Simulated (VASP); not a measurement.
Input of a VASP 6.6.1 run:

INCAR

```
PREC = Accurate
ENCUT = 520
EDIFF = 1E-6
ISMEAR = -1
SIGMA = 0.02
LREAL = False
LASPH = True
NELM = 80
ALGO = Normal
ISIF = 2
LWAVE = False
LCHARG = True
GGA = PE
LELF = True
LVHAR = True
NBANDS = 16
```

Contents of KPOINTS:

```
regular mesh
0
Gamma
  16 16 9
```

Contents of POSCAR:

```
SiC
1.0
    3.0760000000      0.0000000000      0.0000000000
   -1.5380000000      2.6638941420      0.0000000000
    0.0000000000      0.0000000000      5.1994400000
Si C
2 2
Direct
    0.3333333333      0.6666666667      0.0058161716
    0.6666666667      0.3333333333      0.5058161716
    0.3333333333      0.6666666667      0.3791838284
    0.6666666667      0.3333333333      0.8791838284
```

Potentials or basis: VASP PAW PBE potentials, release 64 (Si, C).

Command:

```console
$ cat potpaw_PBE.64/Si/POTCAR potpaw_PBE.64/C/POTCAR > POTCAR
$ mpirun -np 1 vasp_std > vasp.out
```

(1) Predict the largest force.

(2) Estimate the band gap on the k mesh.

(3) Predict the pressure.

Answers

(1) 0.003 eV/Å.

(2) 2.19 eV, indirect (least direct gap 4.14 eV).

(3) -2.8 GPa.

Caveat: the cell differs from its parent crystal (z stretched by +3 %, then relaxed in part).
